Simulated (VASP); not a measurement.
# MoS2: single point with PBE+D3(BJ)

MoS2:

```
Mo S
1.0
     3.27070    0.00000    0.00000
    -1.63535    2.83251    0.00000
     0.00000    0.00000    6.90069
Mo S
1 2
Direct
  0.00000 0.00000 0.00000
  0.33333 0.66667 0.23579
  0.33333 0.66667 0.76421
```

This cell differs from its parent crystal: volume 21.310 Å^3 an atom, c/a of the conventional cell 2.1098.

| Property | Result |
| --- | --- |
| Program | VASP 6.6.1 |
| Task | single point |
| Functional | PBE |
| Dispersion | D3(BJ) |
| Potentials or basis | VASP PAW PBE potentials, release 64 (Mo_sv, S) |
| Cutoff | 500 eV |
| k mesh | 12 × 12 × 6 |
| Occupations | gaussian, width 0.05 eV |
| Spin | no spin polarisation |

| Item | Value |
| --- | --- |
| Pressure | -12.5 GPa |
| Largest force | 1.568 eV/Å |
| Band gap on the k mesh | 1.19 eV, indirect (least direct gap 1.50 eV) |
| Dispersion energy per atom | -0.355 eV |

Forces in eV/Å, atoms in the order of the input:
```
Mo   0.000  0.000  0.000
S    0.000  0.000 -1.568
S    0.000  0.000  1.568
```

Stress tensor (GPa, compression positive):
```
-11.98   0.00   0.00
  0.00 -11.98   0.00
  0.00   0.00 -13.55
```

Levels at points of the mesh, in eV from the valence-band top:
```tsv
k point	band 9	band 10	band 11	band 12	band 13	band 14	band 15	band 16	band 17	band 18
(0.00, 0.00, 0.00)	-2.59	-1.64	-1.64	-1.37	-0.66	2.20	2.20	2.24	2.24	5.21
(0.50, 0.00, 0.00)	-4.24	-3.13	-1.85	-1.29	-1.05	1.67	2.05	3.46	3.52	5.10
(0.00, 0.00, 0.50)	-2.58	-2.58	-1.65	-1.65	0.00	2.14	2.14	2.31	2.31	5.64
(0.50, 0.00, 0.50)	-3.88	-3.15	-2.52	-1.23	-0.74	1.69	2.17	2.94	3.38	6.25
```

Wall time 110 s on 1 thread of Intel Xeon 8259CL, on a shared host, peak memory 0.24 GiB.

Caveat: forces of over 1 eV/Å act on the atoms, so gaps and moduli don't describe the material at rest. A k mesh can miss the band edges.
